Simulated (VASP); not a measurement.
Tl, 2 atoms in the cell. It takes space group Fd-3m (No. 227, cubic). The conventional cell has a = 7.178 Å, b = 7.178 Å, c = 7.178 Å, α = 90.00°, β = 90.00°, γ = 90.00°. Tl (site symmetry -43m) has 4 Tl at 3.11 Å within 4.1 Å.  This cell differs from its parent crystal: volume scaled by 0.96.

* Program: VASP 6.6.1
* Task: single point
* Functional: revPBE
* Potentials or basis: VASP PAW PBE potentials, release 64 (Tl_d)
* Cutoff: 520 eV
* k mesh: 12 × 12 × 12
* Occupations: fermi-dirac, width 0.1 eV
* Spin: no spin polarisation
* Dipole correction: no
* Further INCAR settings: ALGO = Normal; EDIFF = 1e-06; NBANDS = 20

Potentials or basis: VASP PAW PBE potentials, release 64 (Tl_d).

Run with:

```console
$ cat potpaw_PBE.64/Tl_d/POTCAR > POTCAR
$ mpirun -np 1 vasp_std > vasp.out
```

Hardware: 1 thread of Intel(R) Xeon(R) Platinum 8259CL CPU @ 2.50GHz (Skylake/Cascade Lake), on a shared host.

Question: How long does it take, and how much memory?

Answer: It took 2.1 min on 1 thread of Intel(R) Xeon(R) Platinum 8259CL CPU @ 2.50GHz (Skylake/Cascade Lake), on a shared host, peak memory 0.29 GiB. Counts: scf iterations 12, k points 72.
